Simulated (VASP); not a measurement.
Sn8O16F (a cell with a defect): single point with PBE

System: Sn8O16F (a cell with a defect).

```
CELL_PARAMETERS angstrom
4.82746 4.82746 0.00000
-4.82746 4.82746 0.00000
0.00000 0.00000 6.47591
ATOMIC_POSITIONS crystal
Sn 0.99672 0.50322 0.24286
Sn 0.49273 0.99861 0.24307
Sn 0.98718 0.99677 0.99449
Sn 0.50060 0.50035 0.00052
Sn 0.00425 0.50558 0.74409
Sn 0.48910 0.99927 0.74100
Sn 0.98861 0.00670 0.49454
Sn 0.50419 0.50586 0.50364
O 0.98703 0.81057 0.24852
O 0.57143 0.31684 0.26604
O 0.96838 0.19547 0.24342
O 0.49859 0.69335 0.25009
O 0.29123 0.93457 0.97827
O 0.80738 0.50996 0.99051
O 0.19156 0.53585 0.99330
O 0.67935 0.00208 0.99246
O 0.98363 0.81132 0.73819
O 0.49520 0.30651 0.75043
O 0.00012 0.19700 0.74984
O 0.50356 0.69256 0.74735
O 0.29742 0.00554 0.48987
O 0.81207 0.50756 0.49927
O 0.19678 0.49446 0.48979
O 0.68253 0.99351 0.49658
F 0.31144 0.22389 0.11744
```

```yaml
Program: VASP 6.6.1
Task: single point
Functional: PBE
Potentials_or_basis: VASP PAW PBE potentials, release 64 (Sn_d, O, F)
Cutoff: 520 eV
k_mesh: 1 × 1 × 1, shifted
Occupations: fermi-dirac, width 0.01 eV
Spin: collinear spin
Starting_moments: "[0.0, 0.0, 0.0, 0.0, 0.0, 0.0, 0.0, 0.0, 0.0, 0.38, 0.03, 0.0, 0.3, 0.0, 0.03, 0.0, 0.01, 0.0, 0.0, 0.01, 0.0, 0.05, 0.0, 0.0, 0.26] μB"
Fixed_moment: 1 μB
```

```yaml
Pressure: 3.5 GPa
Largest_force: 0.057 eV/Å
Net_moment: 1.00 μB per cell
Site_moments: Sn -0.00, -0.01 (each value once); O +0.00, +0.32, +0.02, +0.25, +0.03, -0.00, +0.01, +0.04 (each value once); F +0.23 μB
Valence_electrons_inside_the_program's_atomic_spheres: Sn 12.21, 12.18, 12.17, 12.26, 12.25, 12.29 (each value once); O 5.05, 4.96, 5.03, 4.98, 5.04, 5.06 (each value once); F 6.07
```

Forces in eV/Å, atoms in the order of the input:
```
Sn   0.000  0.006 -0.004
Sn   0.056  0.005  0.005
Sn  -0.002  0.006  0.000
Sn   0.000  0.001  0.007
Sn  -0.022  0.005 -0.005
Sn  -0.001  0.007  0.011
Sn   0.013 -0.011  0.004
Sn  -0.004 -0.004  0.016
O    0.015 -0.012 -0.002
O    0.036 -0.016 -0.013
O   -0.009  0.017 -0.008
O   -0.018  0.011  0.001
O   -0.008 -0.022  0.018
O   -0.014 -0.013  0.000
O   -0.003  0.025 -0.003
O    0.012  0.012 -0.007
O    0.011 -0.014  0.001
O    0.016 -0.022 -0.008
O   -0.007  0.012  0.006
O   -0.022  0.019  0.006
O   -0.026 -0.019 -0.003
O   -0.010 -0.012 -0.003
O    0.015  0.010 -0.002
O    0.011  0.017 -0.001
F   -0.043 -0.009 -0.017
```

Stress tensor (GPa, compression positive):
```
 3.13 -0.29 -0.07
-0.29  3.75  0.34
-0.07  0.34  3.57
```

It took 2 min on 1 thread of AMD EPYC 9R45 (Zen 5) (shared host), peak memory 0.45 GiB.

Caveat: the total moment is fixed, so each spin has its own Fermi level and the state may be an excited one.
